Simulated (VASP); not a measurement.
A run of VASP 6.6.1:

The input INCAR:

```
SYSTEM = Sc
  PREC = Accurate
  ENCUT = 520
  EDIFF = 1E-6
  ISMEAR = -1
  SIGMA = 0.1
  LREAL = .False.
  LASPH = .True.
  NELM = 60
  ALGO = Normal
  ISIF = 2
  LWAVE = .False.
  LCHARG = .True.
  GGA = RP
  LELF = .True.
  LVHAR = .True.
  NBANDS = 12
```

Contents of KPOINTS:

```
regular mesh
0
Gamma
  13 13 13
  0 0 0
```

POSCAR

```
Sc
1.0
   -1.9364302956      1.9364302956      1.9364302956
    1.9364302956     -1.9364302956      1.9364302956
    1.9364302956      1.9364302956     -1.9364302956
Sc
1
Direct
    0.0000000000      0.0000000000      0.0000000000
```

Potentials or basis: VASP PAW PBE potentials, release 64 (Sc_sv).

The run is started by

```sh
$ cat potpaw_PBE.64/Sc_sv/POTCAR > POTCAR
$ mpirun -np 1 vasp_std > vasp.out
```

Hardware: 1 thread of Intel(R) Xeon(R) 6975P-C (Granite Rapids), with other jobs on the host.

Task: How long does it take, and how much memory?

Result: It took 13 s on 1 thread of Intel(R) Xeon(R) 6975P-C (Granite Rapids) (shared host), peak memory 0.17 GiB. Counts: scf iterations 12, k points 84.
